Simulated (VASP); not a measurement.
# Li2O (Fm-3m) in VASP: a series of runs

Li2O is run at these levels: PBE, r2SCAN; tasks: single point.

Everything below comes from runs of VASP 6.6.1. Logs are shortened: lines on timing, memory, paths and dates and some standing lists are left out, and cuts for length are marked.

### Step 1. The cell of the first run

The structure is cubic, space group Fm-3m (No. 225). Conventional cell: a = 4.573 Å, b = 4.573 Å, c = 4.573 Å, α = 90.00°, β = 90.00°, γ = 90.00°. Within 2.6 Å of Li (site symmetry -43m) lie 4 O at 1.98 Å and 6 Li at 2.29 Å. O (site symmetry m-3m) has 8 Li at 1.98 Å within 2.6 Å.

### Step 2. Single point, PBE

Contents of INCAR:

```
SYSTEM = Li2O
PREC     = Accurate       ! precision mode
ENCUT    = 750            ! plane-wave cutoff, eV
EDIFF    = 1E-6           ! SCF threshold, eV
ISMEAR   = 0              ! smearing method
SIGMA    = 0.01           ! smearing width, eV
LREAL    = .False.        ! projectors in reciprocal space
LASPH    = .True.         ! aspherical terms in the spheres
NELM     = 120            ! most SCF steps
ALGO     = Normal         ! electronic algorithm
ISIF     = 2              ! what is computed and relaxed
LWAVE    = .False.        ! write WAVECAR
LCHARG   = .True.         ! write CHGCAR
GGA      = PE             ! functional
LELF     = .True.         ! ELF
LVHAR    = .True.       
NBANDS   = 13             ! bands
GGA_COMPAT= .False.
```

Contents of KPOINTS:

```
Automatic mesh
0
Gamma
  6 6 6
  0 0 0
```

Contents of POSCAR:

```
Li2O
1.0
    0.0000000000      2.2863690217      2.2863690217
    2.2863690217      0.0000000000      2.2863690217
    2.2863690217      2.2863690217      0.0000000000
Li O
2 1
Direct
    0.2500000000      0.2500000000      0.2500000000
    0.7500000000      0.7500000000      0.7500000000
    0.0000000000      0.0000000000      0.0000000000
```

Potentials or basis: VASP PAW PBE potentials, release 64 (Li_sv, O).

The run is started by

```bash
> cat potpaw_PBE.64/Li_sv/POTCAR potpaw_PBE.64/O/POTCAR > POTCAR
> mpirun -np 1 vasp_std > vasp.out
```

OUTCAR:

```text
SYSTEM = Li2O
   PREC = Accurate
   ENCUT = 750
   EDIFF = 1E-6
   ISMEAR = 0
   LREAL = .False.
   LASPH = .True.
   NELM = 120
   ISIF = 2
   GGA = PE

 ion  position               nearest neighbor table
   1  0.250  0.250  0.250-   3 1.98   3 1.98   3 1.98   3 1.98   2 2.29   2 2.29   2 2.29   2 2.29
                             2 2.29   2 2.29
   2  0.750  0.750  0.750-   3 1.98   3 1.98   3 1.98   3 1.98   1 2.29   1 2.29   1 2.29   1 2.29
                             1 2.29   1 2.29
   3  0.000  0.000  0.000-   2 1.98   2 1.98   2 1.98   1 1.98   1 1.98   1 1.98   2 1.98   1 1.98

  LATTYP: Found a face centered cubic cell.
 ALAT       =     4.5727380434

  Lattice vectors:

 A1 = (   0.0000000000,   2.2863690217,   2.2863690217)
 A2 = (   2.2863690217,   0.0000000000,   2.2863690217)
 A3 = (   2.2863690217,   2.2863690217,   0.0000000000)

Analysis of symmetry for initial positions (statically):
=====================================================================
 Subroutine PRICEL returns:
 Original cell was already a primitive cell.

 Routine SETGRP: Setting up the symmetry group for a
 face centered cubic supercell.

 Subroutine GETGRP returns: Found 48 space group operations
 (whereof 48 operations were pure point group operations)
 out of a pool of 48 trial point group operations.

The static configuration has the point symmetry O_h .

Analysis of symmetry for dynamics (positions and initial velocities):
=====================================================================
 Subroutine PRICEL returns:
 Original cell was already a primitive cell.

 Routine SETGRP: Setting up the symmetry group for a
 face centered cubic supercell.

 Subroutine GETGRP returns: Found 48 space group operations
 (whereof 48 operations were pure point group operations)
 out of a pool of 48 trial point group operations.

The dynamic configuration has the point symmetry O_h .

 Subroutine INISYM returns: Found 48 space group operations
 (whereof 48 operations are pure point group operations),
 and found     1 'primitive' translations

----------------------------------------------------------------------------------------

                                     Primitive cell

  volume of cell :      23.9039

  direct lattice vectors                    reciprocal lattice vectors
     0.000000000  2.286369022  2.286369022    -0.218687358  0.218687358  0.218687358
     2.286369022  0.000000000  2.286369022     0.218687358 -0.218687358  0.218687358
     2.286369022  2.286369022  0.000000000     0.218687358  0.218687358 -0.218687358

  length of vectors
     3.233414079  3.233414079  3.233414079     0.378777614  0.378777614  0.378777614

  position of ions in fractional coordinates (direct lattice)
     0.250000000  0.250000000  0.250000000
     0.750000000  0.750000000  0.750000000
     0.000000000  0.000000000  0.000000000

  ion indices of the primitive-cell ions
   primitive index   ion index
                 1           1
                 2           2
                 3           3

----------------------------------------------------------------------------------------

 KPOINTS: Automatic mesh

Automatic generation of k-mesh.
 Grid dimensions read from file:
 generate k-points for:    6    6    6

 Generating k-lattice:

  Cartesian coordinates                     Fractional coordinates (reciprocal lattice)
    -0.036447893  0.036447893  0.036447893     0.166666667  0.000000000  0.000000000
     0.036447893 -0.036447893  0.036447893     0.000000000  0.166666667  0.000000000
     0.036447893  0.036447893 -0.036447893     0.000000000  0.000000000  0.166666667

  Length of vectors
     0.063129602  0.063129602  0.063129602

  Shift w.r.t. Gamma in fractional coordinates (k-lattice)
     0.000000000  0.000000000  0.000000000

 Subroutine IBZKPT returns following result:
 ===========================================

 Found     16 irreducible k-points:

 Following reciprocal coordinates:
            Coordinates               Weight
  0.000000  0.000000  0.000000      1.000000
  0.166667  0.000000  0.000000      8.000000
  0.333333  0.000000  0.000000      8.000000
  0.500000  0.000000  0.000000      4.000000
  0.166667  0.166667  0.000000      6.000000
  0.333333  0.166667  0.000000     24.000000
[... 8 lines left out ...]
 -0.333333  0.333333  0.166667     24.000000
 -0.333333  0.500000  0.166667     12.000000
   k-points           NKPTS =     16   k-points in BZ     NKDIM =     16   number of bands    NBANDS=     13
   number of dos      NEDOS =    301   number of ions     NIONS =      3
   total plane-waves  NPLWV =  27000
   dimension x,y,z NGX =    30 NGY =   30 NGZ =   30
   dimension x,y,z NGXF=    60 NGYF=   60 NGZF=   60
   ions per type =               2   1
   NGX,Y,Z   is equivalent  to a cutoff of  15.42, 15.42, 15.42 a.u.
   NGXF,Y,Z  is equivalent  to a cutoff of  30.85, 30.85, 30.85 a.u.
 SYSTEM =  Li2O
   PREC   = accura    normal or accurate (medium, high low for compatibility)
   ISTART =      0    job   : 0-new  1-cont  2-samecut
   ICHARG =      2    charge: 1-file 2-atom 10-const
   ISPIN  =      1    spin polarized calculation?
   LNONCOLLINEAR =      F non collinear calculations
   LSORBIT =      F    spin-orbit coupling
   LASPH  =      T    aspherical Exc in radial PAW
   ENCUT  =  750.0 eV  55.12 Ry    7.42 a.u.   7.22  7.22  7.22*2*pi/ulx,y,z
   NELM   =    120;   NELMIN=  2; NELMDL= -5     # of ELM steps
   EDIFF  = 0.1E-05   stopping-criterion for ELM
   LREAL  =      F    real-space projection
   EDIFFG = 0.1E-04   stopping-criterion for IOM
   NSW    =      0    number of steps for IOM
   IBRION =     -1    ionic relax: 0-MD 1-quasi-New 2-CG
   NFREE  =      0    steps in history (QN), initial steepest desc. (CG)
   ISIF   =      2    stress and relaxation
   ISYM   =      2    0-nonsym 1-usesym 2-fastsym
   POTIM  = 0.5000    time-step for ionic-motion
   TEBEG  =    0.0;   TEEND  =   0.0 temperature during run
   PSTRESS=    0.0 pullay stress
   NELECT =      12.0000    total number of electrons
   NUPDOWN=      -1.0000    fix difference up-down
   EMIN   =  10.00;   EMAX   =-10.00  energy-range for DOS
   EFERMI =   0.00;   METHOD = LEGACY
   ISMEAR =     0;   SIGMA  =   0.01  broadening in eV -4-tet -1-fermi 0-gaus
   EFERMI_NEDOS =   21; number of points for ismear=-14 and -15
   IALGO  =     38    algorithm
   IMIX   =      4    mixing-type and parameters
     AMIX     =   0.40;   BMIX     =  1.00
     AMIX_MAG =   1.60;   BMIX_MAG =  1.00
  volume/ion in A,a.u.               =       7.97        53.77
  Fermi-wavevector in a.u.,A,eV,Ry     =   1.301105  2.458731 23.032942  1.692874
  Thomas-Fermi vector in A             =   2.432260
   LORBIT       =      0    0 simple, 1 ext, 2 COOP (PROOUT), +10 PAW based schemes
   GGA     = PE    functional components
   LHFCALC =     F    Hartree Fock is set to
   AEXX    =    0.0000 exact exchange contribution
   IVDW    =     0    specifies the selected vdW correction
   LEPSILON=     F    determine dielectric tensor
   LRPA    =     F    only Hartree local field effects (RPA)
 non-spin polarized calculation
 Gauss-broadening in eV      SIGMA  =   0.01
  energy-cutoff  :      750.00
  volume of cell :       23.90
 maximum number of plane-waves:      1139
 NGX is ok and might be reduce to    30
   NGX = 15   NGY = 15   NGZ = 15

 number of electron      12.0000003 magnetization

 Free energy of the ion-electron system (eV)
  ---------------------------------------------------
  ext. energy  EPLUGINS =         0.00000000
  ---------------------------------------------------
  free energy    TOTEN  =       -14.34798339 eV

  energy without entropy =      -14.34798339  energy(sigma->0) =      -14.34798339

 E-fermi :   1.7107     XC(G=0):  -9.8814

 val. band max:        1.4973645823   @ k =   0.0000   0.0000   0.0000
 cond. band min:       6.5353649902   @ k =   0.5000   0.5000   0.0000
 fundamental gap:      5.0380004079
 Fermi energy:         1.7107220830

 k-point     1 :       0.0000    0.0000    0.0000
  band No.  band energies     occupation
      1     -41.4286      2.00000
      2     -41.0655      2.00000
      3     -14.0016      2.00000
      4       1.4974      2.00000
      5       1.4974      2.00000
      6       1.4974      2.00000
      7       6.9905      0.00000
      8      13.6125      0.00000
      9      13.6125      0.00000
     10      13.6125      0.00000
     11      20.8234      0.00000
     12      20.8234      0.00000
     13      20.8234      0.00000

 k-point     2 :       0.1667    0.0000    0.0000
  band No.  band energies     occupation
      1     -41.4004      2.00000
      2     -41.0863      2.00000
      3     -13.9484      2.00000
      4       0.6391      2.00000
      5       1.3715      2.00000
      6       1.3715      2.00000
      7       7.6925      0.00000
      8      13.6379      0.00000
      9      13.9582      0.00000
     10      13.9582      0.00000
     11      18.9817      0.00000
     12      18.9817      0.00000
     13      21.7500      0.00000

 k-point     3 :       0.3333    0.0000    0.0000
  band No.  band energies     occupation
      1     -41.3264      2.00000
      2     -41.1455      2.00000
      3     -13.8335      2.00000
      4      -0.7477      2.00000
      5       1.1414      2.00000
      6       1.1414      2.00000
      7       9.2611      0.00000
      8      13.0003      0.00000
      9      14.0000      0.00000
     10      14.0000      0.00000
     11      18.8444      0.00000
     12      18.8444      0.00000
     13      23.6995      0.00000

 k-point     4 :       0.5000    0.0000    0.0000
  band No.  band energies     occupation
      1     -41.2329      2.00000
      2     -41.2316      2.00000
      3     -13.7711      2.00000
      4      -1.3470      2.00000
      5       1.0357      2.00000
      6       1.0357      2.00000
      7      10.9115      0.00000
      8      11.6170      0.00000
      9      13.7327      0.00000
     10      13.7327      0.00000
     11      19.6967      0.00000
     12      19.6967      0.00000
     13      24.8181      0.00000

 k-point     5 :       0.1667    0.1667    0.0000
  band No.  band energies     occupation
      1     -41.3930      2.00000
      2     -41.0911      2.00000
      3     -13.9326      2.00000
      4       0.8615      2.00000
      5       1.0988      2.00000
      6       1.0988      2.00000
      7       7.6719      0.00000
      8      13.9118      0.00000
      9      13.9118      0.00000
     10      14.4090      0.00000
     11      16.7264      0.00000
     12      22.6084      0.00000
     13      22.6084      0.00000
[... 129 lines left out ...]
 k-point    14 :       0.5000    0.3333    0.1667
  band No.  band energies     occupation
      1     -41.2905      2.00000
      2     -41.1707      2.00000
      3     -13.7668      2.00000
      4      -0.5773      2.00000
      5       0.2705      2.00000
      6       0.7111      2.00000
      7       8.6466      0.00000
      8      12.7934      0.00000
      9      15.1283      0.00000
     10      15.6979      0.00000
     11      17.2256      0.00000
     12      21.7786      0.00000
     13      24.1785      0.00000

 k-point    15 :      -0.3333    0.3333    0.1667
  band No.  band energies     occupation
      1     -41.2281      2.00000
      2     -41.2278      2.00000
      3     -13.7269      2.00000
      4      -0.8070      2.00000
      5       0.2112      2.00000
      6       0.4124      2.00000
      7       9.1544      0.00000
      8      12.1122      0.00000
      9      15.4118      0.00000
     10      15.6366      0.00000
     11      19.5050      0.00000
     12      19.8377      0.00000
     13      25.0235      0.00000

 k-point    16 :      -0.3333    0.5000    0.1667
  band No.  band energies     occupation
      1     -41.2560      2.00000
      2     -41.1970      2.00000
      3     -13.7155      2.00000
      4      -0.2882      2.00000
      5      -0.0772      2.00000
      6       0.0196      2.00000
      7       8.0310      0.00000
      8      13.0873      0.00000
      9      15.6390      0.00000
     10      16.2788      0.00000
     11      18.6572      0.00000
     12      21.8404      0.00000
     13      23.9563      0.00000

------------------------ aborting loop because EDIFF is reached ----------------------------------------

  FORCE on cell =-STRESS in cart. coord.  units (eV):
  Direction    XX          YY          ZZ          XY          YZ          ZX
  --------------------------------------------------------------------------------------
  -------------------------------------------------------------------------------------
  Total        0.3972495      0.3972495      0.3972495      0.0000000      0.0000000     -0.0000000
  in kB       26.6259421     26.6259421     26.6259421      0.0000000      0.0000000     -0.0000000
  external PRESSURE =      26.6259421 kB  Pullay stress =       0.0000000 kB

 VOLUME and BASIS-vectors are now :
 -----------------------------------------------------------------------------
  energy-cutoff  :      750.00
  volume of cell :       23.90
      direct lattice vectors                 reciprocal lattice vectors
     0.000000000  2.286369022  2.286369022    -0.218687358  0.218687358  0.218687358
     2.286369022  0.000000000  2.286369022     0.218687358 -0.218687358  0.218687358
     2.286369022  2.286369022  0.000000000     0.218687358  0.218687358 -0.218687358

 POSITION                                       TOTAL-FORCE (eV/Angst)
 -----------------------------------------------------------------------------------
      1.14318      1.14318      1.14318         0.000000     -0.000000      0.000000
      3.42955      3.42955      3.42955        -0.000000     -0.000000     -0.000000
      0.00000      0.00000      0.00000         0.000000      0.000000      0.000000
 -----------------------------------------------------------------------------------
    total drift:                                0.000000     -0.000000      0.000000

  FREE ENERGIE OF THE ION-ELECTRON SYSTEM (eV)
  ---------------------------------------------------
  free  energy   TOTEN  =       -14.3479833897 eV

  energy  without entropy=      -14.3479833897  energy(sigma->0) =      -14.34798339
```

Wall time 16 s (1 thread of Intel Xeon 8259CL, shared host); peak memory 0.16 GiB.

What came out:

```yaml
Free_energy: -14.3480 eV
Pressure: 2.7 GPa
Band_gap_on_the_k_mesh: 5.04 eV, indirect (least direct gap 5.49 eV)
```

A k mesh can miss the band edges.

### Step 3. Single point, r2SCAN

POSCAR is that of step 2.

Contents of INCAR.step1:

```
SYSTEM = Li2O
PREC = Accurate ; ENCUT = 830
ISMEAR = 0 ; SIGMA = 0.01
LREAL = .FALSE. ; LASPH = .TRUE.
NELM = 120 ; NBANDS = 13
GGA = PE ; ALGO = Normal
EDIFF = 1E-5 ; LWAVE = .TRUE.
LCHARG = .FALSE. ; GGA_COMPAT = .FALSE.
```

Contents of INCAR.step2:

```
SYSTEM = Li2O
PREC = Accurate ; ENCUT = 830
EDIFF = 1E-6 ; ISMEAR = 0
SIGMA = 0.01 ; LREAL = .FALSE.
LASPH = .TRUE. ; NELM = 120
ALGO = Normal ; ISIF = 2
LWAVE = .FALSE. ; LCHARG = .FALSE.
METAGGA = R2SCAN ; LMIXTAU = .TRUE.
NBANDS = 13 ; ISTART = 1
GGA_COMPAT = .FALSE.
```

Contents of KPOINTS:

```
Automatic mesh
0
G
  4 4 4
  0 0 0
```

Potentials or basis: VASP PAW PBE potentials, release 64 (Li_sv, O).

The run is started by

```bash
> cat potpaw_PBE.64/Li_sv/POTCAR potpaw_PBE.64/O/POTCAR > POTCAR
> cp INCAR.step1 INCAR
> mpirun -np 1 vasp_std > vasp.out
> cp INCAR.step2 INCAR
> mpirun -np 1 vasp_std > vasp.out
```

It took 49 s on 1 thread of Intel Xeon 8259CL, shared host; peak memory 0.17 GiB.

The run converged. Its results:

```yaml
Free_energy: -16.8401 eV
Pressure: 0.2 GPa
Band_gap_on_the_k_mesh: 5.73 eV, indirect (least direct gap 6.34 eV)
```

Levels at points of the mesh, in eV from the valence-band top:
```tsv
k point	band 3	band 4	band 5	band 6	band 7	band 8	band 9	band 10
(0.00, 0.00, 0.00)	-16.42	0.00	0.00	0.00	6.34	13.28	13.28	13.28
(0.50, 0.00, 0.00)	-16.21	-2.79	-0.46	-0.46	10.29	11.19	13.23	13.23
(0.50, 0.50, 0.00)	-16.17	-1.58	-1.43	-1.43	5.73	15.05	15.05	16.46
```

Caveat: the k points lie up to 0.59 Å⁻¹ apart; the PAW data sets were made with another functional, which shifts forces and pressure a little. A k mesh can miss the band edges.

[end of part 1 of 2]
